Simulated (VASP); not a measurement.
# AlN in VASP: further runs

The runs below take AlN through single point, with PBE+D3(BJ).

All numbers are computed with VASP 6.6.1; they aren't measurements. Logs are shortened: lines on timing, memory, paths and dates and some standing lists are left out, and cuts for length are marked.

**1. The cell of the first run**

The cell holds a slab with vacuum, 32 atoms: a = 6.219 Å, b = 6.219 Å, c = 26.662 Å, α = 90.00°, β = 90.00°, γ = 120.00°.

**2. Single point, PBE+D3(BJ)**

INCAR reads:

```
ALGO     = Normal         # electronic algorithm
DIPOL    = 0.5 0.5 0.450
EDIFF    = 1E-6           # SCF threshold, eV
ENCUT    = 520            # plane-wave cutoff, eV
GGA      = PE             # functional
GGA_COMPAT= False        
IDIPOL   = 3            
ISIF     = 2              # what is computed and relaxed
ISMEAR   = 0              # smearing method
IVDW     = 12             # dispersion correction
LASPH    = True           # aspherical terms in the spheres
LCHARG   = False          # write CHGCAR
LDIPOL   = True         
LREAL    = Auto         
LWAVE    = False          # write WAVECAR
NBANDS   = 86             # bands
NELM     = 120            # most SCF steps
NELMDL   = -8           
PREC     = Accurate       # precision mode
SIGMA    = 0.05           # smearing width, eV
```

KPOINTS reads:

```
k-points
0
Gamma
  3 3 1
```

POSCAR reads:

```
AlN
1.0
    6.2188310381      0.0000000000      0.0000000000
   -3.1094155190      5.3856656608      0.0000000000
    0.0000000000      0.0000000000     26.6624460751
N Al
16 16
Direct
    0.1666666667      0.3333333333      0.3000474892
    0.1666666667      0.8333333333      0.3000474892
    0.6666666667      0.3333333333      0.3000474892
    0.6666666667      0.8333333333      0.3000474892
    0.3333333333      0.1666666667      0.3934144771
    0.3333333333      0.6666666667      0.3934144771
    0.8333333333      0.1666666667      0.3934144771
    0.8333333333      0.6666666667      0.3934144771
    0.1666883791      0.3339100210      0.4917738504
    0.1661536751      0.8320609858      0.4872948348
    0.6676544303      0.3351503942      0.4921688288
    0.6660276233      0.8315290579      0.4874632428
    0.3302229968      0.1605872304      0.5807848717
    0.3352877564      0.6715013737      0.5798288571
    0.8291863263      0.1592634873      0.5810166100
    0.8381886068      0.6733965476      0.5808326519
    0.3333333333      0.1666666667      0.3221035764
    0.3333333333      0.6666666667      0.3221035764
    0.8333333333      0.1666666667      0.3221035764
    0.8333333333      0.6666666667      0.3221035764
    0.1666666667      0.3333333333      0.4154705642
    0.1666666667      0.8333333333      0.4154705642
    0.6666666667      0.3333333333      0.4154705642
    0.6666666667      0.8333333333      0.4154705642
    0.3292253173      0.1585403543      0.5060858575
    0.3372795463      0.6749802541      0.5075696043
    0.8289190469      0.1581622290      0.5062025673
    0.8388518748      0.6763841140      0.5080439370
    0.1673678159      0.3352524267      0.5846548357
    0.1669340239      0.8299134448      0.6071072680
    0.6679945307      0.3363709216      0.5846224068
    0.6623193595      0.8262808839      0.6062436952
```

Potentials or basis: VASP PAW PBE potentials, release 64 (N, Al).

Started as:

```console
$ cat potpaw_PBE.64/N/POTCAR potpaw_PBE.64/Al/POTCAR > POTCAR
$ mpirun -np 1 vasp_std > vasp.out
```

OUTCAR:

```text
EDIFF = 1E-6
   ENCUT = 520
   GGA = PE
   ISIF = 2
   ISMEAR = 0
   IVDW = 12
   LASPH = True
   LREAL = Auto
   NELM = 120
   NELMDL = -8
   PREC = Accurate
 IVDW          = 12

 ion  position               nearest neighbor table
   1  0.167  0.333  0.300-  17 1.89  18 1.89  19 1.89
   2  0.167  0.833  0.300-  18 1.89  17 1.89  20 1.89
   3  0.667  0.333  0.300-  19 1.89  20 1.89  17 1.89
   4  0.667  0.833  0.300-  20 1.89  19 1.89  18 1.89
   5  0.333  0.167  0.393-  21 1.89  22 1.89  23 1.89  17 1.90
   6  0.333  0.667  0.393-  22 1.89  21 1.89  24 1.89  18 1.90
   7  0.833  0.167  0.393-  23 1.89  24 1.89  21 1.89  19 1.90
   8  0.833  0.667  0.393-  24 1.89  23 1.89  22 1.89  20 1.90
   9  0.167  0.334  0.492-  27 1.86  25 1.86  26 1.88  21 2.03  29 2.48
  10  0.166  0.832  0.487-  25 1.83  28 1.85  26 1.85  22 1.92
  11  0.668  0.335  0.492-  27 1.86  25 1.86  28 1.89  23 2.04  31 2.47
  12  0.666  0.832  0.487-  27 1.83  28 1.85  26 1.85  24 1.92
  13  0.330  0.161  0.581-  29 1.82  31 1.82  30 1.91  25 1.99
  14  0.335  0.672  0.580-  29 1.82  32 1.90  30 1.90  26 1.93
  15  0.829  0.159  0.581-  29 1.82  31 1.83  32 1.92  27 1.99
  16  0.838  0.673  0.581-  31 1.82  32 1.90  30 1.90  28 1.94
  17  0.333  0.167  0.322-   1 1.89   2 1.89   3 1.89   5 1.90  21 3.07  22 3.07  23 3.07  18 3.11
                            18 3.11  20 3.11  20 3.11  19 3.11  19 3.11
  18  0.333  0.667  0.322-   2 1.89   1 1.89   4 1.89   6 1.90  22 3.07  21 3.07  24 3.07  17 3.11
                            17 3.11  19 3.11  19 3.11  20 3.11  20 3.11
  19  0.833  0.167  0.322-   3 1.89   4 1.89   1 1.89   7 1.90  23 3.07  24 3.07  21 3.07  20 3.11
                            20 3.11  18 3.11  18 3.11  17 3.11  17 3.11
  20  0.833  0.667  0.322-   4 1.89   3 1.89   2 1.89   8 1.90  24 3.07  23 3.07  22 3.07  19 3.11
                            19 3.11  17 3.11  17 3.11  18 3.11  18 3.11
  21  0.167  0.333  0.415-   5 1.89   6 1.89   7 1.89   9 2.03  25 3.02  27 3.03  26 3.07  17 3.07
                            18 3.07  19 3.07  22 3.11  22 3.11  24 3.11  24 3.11  23 3.11  23 3.11
  22  0.167  0.833  0.415-   6 1.89   5 1.89   8 1.89  10 1.92  25 2.98  26 3.03  28 3.03  18 3.07
                            17 3.07  20 3.07  21 3.11  21 3.11  23 3.11  23 3.11  24 3.11  24 3.11
  23  0.667  0.333  0.415-   7 1.89   8 1.89   5 1.89  11 2.04  25 3.02  27 3.03  19 3.07  20 3.07
                            17 3.07  28 3.08  24 3.11  24 3.11  22 3.11  22 3.11  21 3.11  21 3.11
  24  0.667  0.833  0.415-   8 1.89   7 1.89   6 1.89  12 1.92  27 2.99  26 3.03  28 3.04  20 3.07
                            19 3.07  18 3.07  23 3.11  23 3.11  21 3.11  21 3.11  22 3.11  22 3.11
  25  0.329  0.159  0.506-  10 1.83   9 1.86  11 1.86  13 1.99  29 2.78  31 2.78  22 2.98  21 3.02
                            23 3.02  28 3.02  26 3.03  27 3.11  27 3.11  26 3.19  28 3.20  30 3.22
  26  0.337  0.675  0.508-  10 1.85  12 1.85   9 1.88  14 1.93  29 2.75  22 3.03  24 3.03  27 3.03
                            25 3.03  21 3.07  28 3.10  28 3.11  32 3.16  30 3.18  25 3.19  27 3.19
  27  0.829  0.158  0.506-  12 1.83   9 1.86  11 1.86  15 1.99  29 2.77  31 2.78  24 2.99  23 3.03
                            21 3.03  28 3.03  26 3.03  25 3.11  25 3.11  26 3.19  28 3.19  32 3.21
  28  0.839  0.676  0.508-  10 1.85  12 1.85  11 1.89  16 1.94  31 2.74  25 3.02  27 3.03  22 3.03
                            24 3.04  23 3.08  26 3.10  26 3.11  32 3.15  30 3.18  27 3.19  25 3.20
  29  0.167  0.335  0.585-  14 1.82  13 1.82  15 1.82   9 2.48  26 2.75  27 2.77  25 2.78  31 3.11
                            31 3.11  32 3.12  30 3.14  30 3.20  32 3.21
  30  0.167  0.830  0.607-  14 1.90  16 1.90  13 1.91  32 3.09  32 3.13  29 3.14  31 3.14  28 3.18
                            26 3.18  31 3.19  29 3.20  25 3.22
  31  0.668  0.336  0.585-  16 1.82  13 1.82  15 1.83  11 2.47  28 2.74  27 2.78  25 2.78  29 3.11
                            29 3.11  32 3.12  30 3.14  30 3.19  32 3.21
  32  0.662  0.826  0.606-  16 1.90  14 1.90  15 1.92  30 3.09  31 3.12  29 3.12  30 3.13  28 3.15
                            26 3.16  29 3.21  31 3.21  27 3.21

  LATTYP: Found a hexagonal cell.
 ALAT       =     6.2188310381
 C/A-ratio  =     4.2873726448

  Lattice vectors:

 A1 = (   6.2188310381,   0.0000000000,   0.0000000000)
 A2 = (  -3.1094155190,   5.3856656608,   0.0000000000)
 A3 = (   0.0000000000,   0.0000000000,  26.6624460751)

Analysis of symmetry for initial positions (statically):
=====================================================================
 Subroutine PRICEL returns:
 Original cell was already a primitive cell.

 Routine SETGRP: Setting up the symmetry group for a
 hexagonal supercell.

 Subroutine GETGRP returns: Found  1 space group operations
 (whereof  1 operations were pure point group operations)
 out of a pool of 24 trial point group operations.

The static configuration has the point symmetry C_1 .

[... 39 lines left out ...]
   LASPH  =      T    aspherical Exc in radial PAW
   ENCUT  =  520.0 eV  38.22 Ry    6.18 a.u.  11.56 11.56 49.57*2*pi/ulx,y,z
   NELM   =    120;   NELMIN=  2; NELMDL= -8     # of ELM steps
   EDIFF  = 0.1E-05   stopping-criterion for ELM
   LREAL  =      T    real-space projection
   EDIFFG = 0.1E-04   stopping-criterion for IOM
   NSW    =      0    number of steps for IOM
   IBRION =     -1    ionic relax: 0-MD 1-quasi-New 2-CG
   NFREE  =      0    steps in history (QN), initial steepest desc. (CG)
   ISIF   =      2    stress and relaxation
   ISYM   =      2    0-nonsym 1-usesym 2-fastsym
   POTIM  = 0.5000    time-step for ionic-motion
   TEBEG  =    0.0;   TEEND  =   0.0 temperature during run
   PSTRESS=    0.0 pullay stress
   NELECT =     128.0000    total number of electrons
   NUPDOWN=      -1.0000    fix difference up-down
   EMIN   =  10.00;   EMAX   =-10.00  energy-range for DOS
   EFERMI =   0.00;   METHOD = LEGACY
   ISMEAR =     0;   SIGMA  =   0.05  broadening in eV -4-tet -1-fermi 0-gaus
   EFERMI_NEDOS =   21; number of points for ismear=-14 and -15
   IALGO  =     38    algorithm
   IMIX   =      4    mixing-type and parameters
     AMIX     =   0.40;   BMIX     =  1.00
     AMIX_MAG =   1.60;   BMIX_MAG =  1.00
  volume/ion in A,a.u.               =      27.91       188.32
  Fermi-wavevector in a.u.,A,eV,Ry     =   0.856766  1.619053  9.987324  0.734048
  Thomas-Fermi vector in A             =   1.973717
   LORBIT       =      0    0 simple, 1 ext, 2 COOP (PROOUT), +10 PAW based schemes
   GGA     = PE    functional components
   LHFCALC =     F    Hartree Fock is set to
   AEXX    =    0.0000 exact exchange contribution
   IVDW    =    12    specifies the selected vdW correction
   LEPSILON=     F    determine dielectric tensor
   LRPA    =     F    only Hartree local field effects (RPA)
 non-spin polarized calculation
 Gauss-broadening in eV      SIGMA  =   0.05
  energy-cutoff  :      520.00
  volume of cell :      892.99
 maximum number of plane-waves:     24105
 NGX is ok and might be reduce to    48

 dipolmoment           0.000000      0.000000      0.160781 electrons x Angstroem

 number of electron     127.9999985 magnetization

 dipolmoment           0.000000      0.000000     -0.652078 electrons x Angstroem

 Free energy of the ion-electron system (eV)
  ---------------------------------------------------
  ext. energy  EPLUGINS =         0.00000000
  ---------------------------------------------------
  free energy    TOTEN  =      -222.81441640 eV

  energy without entropy =     -222.77450471  energy(sigma->0) =     -222.79446055

 E-fermi :  -0.6187     XC(G=0):  -4.7715

 val. band max:       -0.6258065247   @ k =   0.0000   0.3333   0.0000
 cond. band min:      -0.4906577520   @ k =   0.3333   0.3333   0.0000
 fundamental gap:      0.1351487726
 Fermi energy:        -0.6187347367

 k-point     1 :       0.0000    0.0000    0.0000
  band No.  band energies     occupation
      1     -18.8727      2.00000
      2     -17.6852      2.00000
      3     -17.0851      2.00000
      4     -17.0691      2.00000
      5     -17.0428      2.00000
      6     -16.6236      2.00000
[... 384 lines left out ...]
     75       3.5670      0.00000
     76       3.5968      0.00000
 [bands above 76 left out]

------------------------ aborting loop because EDIFF is reached ----------------------------------------

 vacuum level on the upper side and lower side of the slab       (xc-potential included)        -1.897         1.541

 Edisp (eV)   -6.86596

 E8    (eV) :    -2.7646

  FORCE on cell =-STRESS in cart. coord.  units (eV):
  Direction    XX          YY          ZZ          XY          YZ          ZX
  --------------------------------------------------------------------------------------
  -------------------------------------------------------------------------------------
  Total       3.41606     5.92336    -0.72999    -0.00095     0.65407    -0.02607
  in kB       6.12897    10.62748    -1.30972    -0.00171     1.17351    -0.04678
  external pressure =        5.15 kB  Pullay stress =        0.00 kB

 VOLUME and BASIS-vectors are now :
 -----------------------------------------------------------------------------
  energy-cutoff  :      520.00
  volume of cell :      892.99
      direct lattice vectors                 reciprocal lattice vectors
     6.218831038  0.000000000  0.000000000     0.160801925  0.092839034  0.000000000
    -3.109415519  5.385665661  0.000000000     0.000000000  0.185678069  0.000000000
     0.000000000  0.000000000 26.662446075     0.000000000  0.000000000  0.037505936

 POSITION                                       TOTAL-FORCE (eV/Angst)
 -----------------------------------------------------------------------------------
      0.00000      1.79522      8.00000        -0.000468     -0.025449      2.108541
     -1.55471      4.48805      8.00000         0.001042      0.026727      2.100200
      3.10942      1.79522      8.00000         0.000004     -0.024847      2.105171
      1.55471      4.48805      8.00000        -0.000618      0.025917      2.099535
      1.55471      0.89761     10.48939         0.009820      0.096629      2.504500
     -0.00000      3.59044     10.48939         0.002893     -0.092788      2.225196
[... 24 lines left out ...]
      3.10823      1.81158     15.58746         0.052729     -0.260044      0.262360
      1.54960      4.45007     16.16394        -0.098896      0.474632      0.447694
 -----------------------------------------------------------------------------------
    total drift:                               -0.000545     -0.001621     -0.027667

  FREE ENERGIE OF THE ION-ELECTRON SYSTEM (eV)
  ---------------------------------------------------
  free  energy   TOTEN  =      -229.6803764203 eV

  energy  without entropy=     -229.6404647379  energy(sigma->0) =     -229.66042058

 vacuum level on the upper side and lower side of the slab         3.420         6.933
```

It took 49 min on 1 thread of Intel Xeon 8259CL, shared host; peak memory 1 GiB.

Results:

- Free energy: -229.6804 eV
- Largest force: 2.955 eV/Å
- Band gap on the k mesh: zero (bands 64 and 65 overlap by 0.16 eV)
- Dispersion energy per atom: -0.215 eV

Forces on the atoms (eV/Å):
```
N    0.000 -0.025  2.109
N    0.001  0.027  2.100
N    0.000 -0.025  2.105
N   -0.001  0.026  2.100
N    0.010  0.097  2.505
N    0.003 -0.093  2.225
N   -0.011  0.090  2.502
N   -0.001 -0.100  2.204
N    0.002 -0.008 -0.098
N   -0.001 -0.008  0.031
N    0.002 -0.013 -0.094
N   -0.001 -0.008  0.009
N   -0.004 -0.008 -0.180
N    0.021 -0.119 -0.128
N    0.037  0.007 -0.189
N   -0.042 -0.145 -0.173
Al   0.001  0.017 -2.955
Al   0.000 -0.015 -2.841
Al  -0.002  0.016 -2.954
Al   0.000 -0.016 -2.834
Al  -0.007  0.160 -1.422
Al  -0.016 -0.177 -1.726
Al   0.004  0.196 -1.413
Al   0.021 -0.181 -1.691
Al   0.001  0.036 -0.039
Al   0.016 -0.037 -0.245
Al   0.003  0.024 -0.053
Al  -0.022 -0.048 -0.250
Al  -0.046 -0.202  0.244
Al   0.076  0.317  0.440
Al   0.053 -0.260  0.262
Al  -0.099  0.475  0.448
```

Caveat: the k points lie up to 0.39 Å⁻¹ apart.

**3. Single point, PBE+D3(BJ)**

This run uses another cell than the first one: it holds 48 atoms, not 32.

INCAR reads:

```
SYSTEM = AlN
PREC = Accurate
ENCUT = 520
EDIFF = 1E-6
ISMEAR = 0
SIGMA = 0.05
LREAL = Auto
LASPH = .TRUE.
NELM = 80
ALGO = Normal
ISIF = 2
LWAVE = .FALSE.
LCHARG = .FALSE.
LDIPOL = .TRUE.
IDIPOL = 3
DIPOL = 0.5 0.5 0.424
GGA = PE
IVDW = 12
NBANDS = 126
```

KPOINTS reads:

```
regular mesh
0
G
  3 2 1
  0 0 0
```

POSCAR reads:

```
AlN
1.0
    6.2188310357      0.0000000000      0.0000000000
    0.0000000000      9.9575691260      0.0000000000
    0.0000000000      0.0000000000     26.2577766019
Al N
24 24
Direct
    0.5000000000      0.9992212451      0.3046716454
    0.5000000000      0.4992212451      0.3046716454
    0.0000000000      0.9992212451      0.3046716454
    0.0000000000      0.4992212451      0.3046716454
    0.7500000000      0.2492212451      0.3388562207
    0.7500000000      0.7492212451      0.3388562207
    0.2500000000      0.2492212451      0.3388562207
    0.2500000000      0.7492212451      0.3388562207
    0.7500000000      0.9992212451      0.4072253715
    0.7500000000      0.4992212451      0.4072253715
    0.2500000000      0.9992212451      0.4072253715
    0.2500000000      0.4992212451      0.4072253715
    0.0013697818      0.2476719960      0.4402992073
    0.0013815734      0.7511617449      0.4407394420
    0.4986367875      0.2476627448      0.4402949368
    0.4986306261      0.7511852186      0.4407395417
   -0.0000441363      1.0039041416      0.5122918883
   -0.0090811483      0.4990571556      0.5096453625
    0.5000465267      1.0039765352      0.5122924752
    0.5090965388      0.4990315321      0.5096479844
    0.2499953601      0.2508125285      0.5426333814
    0.2500046872      0.7495770607      0.5428470089
    0.7500158770      0.2373542038      0.5340255473
    0.7500228401      0.7406814868      0.5348358421
    0.5000000000      0.3082787549      0.3046716454
    0.5000000000      0.8082787549      0.3046716454
    0.0000000000      0.3082787549      0.3046716454
    0.0000000000      0.8082787549      0.3046716454
    0.7500000000      0.0582787549      0.3388562207
    0.7500000000      0.5582787549      0.3388562207
    0.2500000000      0.0582787549      0.3388562207
    0.2500000000      0.5582787549      0.3388562207
    0.7500000000      0.3082787549      0.4072253715
    0.7500000000      0.8082787549      0.4072253715
    0.2500000000      0.3082787549      0.4072253715
    0.2500000000      0.8082787549      0.4072253715
    0.0002004574      0.0575712752      0.4401969664
    0.0014379001      0.5598852769      0.4404504731
    0.4998021901      0.0575796241      0.4401933723
    0.4985652380      0.5598999035      0.4404581577
   -0.0010743353      0.3110883409      0.5089332263
    0.0027665146      0.8118334839      0.5105448328
    0.5010874344      0.3110714785      0.5089323708
    0.4972650030      0.8118560955      0.5105520112
    0.2499787128      0.0680798781      0.5399824060
    0.2500072324      0.5585178113      0.5404875416
    0.7500237164      0.0606770331      0.5419214045
    0.7499981213      0.5626988405      0.5413321647
```

Potentials or basis: VASP PAW PBE potentials, release 64 (Al, N).

Started as:

```console
$ cat potpaw_PBE.64/Al/POTCAR potpaw_PBE.64/N/POTCAR > POTCAR
$ mpirun -np 1 vasp_std > vasp.out
```

Wall time 1.5 h (1 thread of Oxide Virtual Turin-like, shared host); peak memory 1.7 GiB.

The run converged. Its results:

```yaml
Free_energy: -347.3693 eV
Largest_force: 2.923 eV/Å
Band_gap_on_the_k_mesh: 1.37 eV
Dispersion_energy_per_atom: -0.200 eV
```

Forces on the atoms (eV/Å):
```
Al  -0.002 -1.801  1.896
Al  -0.002 -1.804  1.897
Al   0.002 -1.801  1.896
Al   0.001 -1.804  1.897
Al   0.000  1.006 -1.699
Al   0.000  0.972 -1.669
Al   0.000  1.020 -1.689
Al   0.000  0.997 -1.653
Al   0.001 -0.337  0.223
Al  -0.001 -0.126  0.226
Al  -0.001 -0.374  0.213
Al   0.002 -0.254  0.321
Al   0.092 -0.114 -0.378
Al   0.121 -0.364 -0.210
Al  -0.092 -0.111 -0.377
Al  -0.123 -0.367 -0.206
Al   0.063  0.138 -0.250
Al   1.193  1.095  0.819
Al  -0.062  0.127 -0.250
Al  -1.194  1.099  0.819
Al   0.000 -0.587 -1.890
Al   0.003 -2.419 -1.642
Al   0.001 -0.065 -0.180
Al  -0.004 -0.514 -0.206
N    0.003  0.788  0.352
N    0.005  0.796  0.359
N   -0.003  0.788  0.352
N   -0.005  0.796  0.359
N    0.000  0.334 -1.297
N    0.000  0.330 -1.307
N    0.000  0.336 -1.304
N    0.000  0.331 -1.309
N    0.000 -0.056  0.715
N    0.001  0.041  0.792
N    0.000 -0.001  0.504
N    0.000  0.134  0.501
N   -0.064 -0.004  0.185
N   -0.334 -0.099 -0.339
N    0.064 -0.005  0.186
N    0.333 -0.101 -0.342
N    0.199 -0.132  0.762
N    0.011  0.530  0.539
N   -0.199 -0.134  0.762
N   -0.011  0.532  0.538
N    0.001  0.292  0.731
N    0.000  0.811  0.060
N   -0.001  0.054  0.251
N    0.001  0.026  0.042
```

Levels at points of the mesh, in eV from the valence-band top:
| k point | band 92 | band 93 | band 94 | band 95 | band 96 | band 97 | band 98 | band 99 | band 100 | band 101 |
| --- | --- | --- | --- | --- | --- | --- | --- | --- | --- | --- |
| (0.00, 0.00, 0.00) | -0.24 | -0.22 | -0.12 | -0.05 | 0.00 | 1.37 | 1.76 | 1.95 | 1.98 | 2.93 |
| (0.00, 0.50, 0.00) | -0.16 | -0.14 | -0.14 | -0.12 | -0.12 | 1.74 | 1.75 | 2.01 | 2.03 | 2.76 |
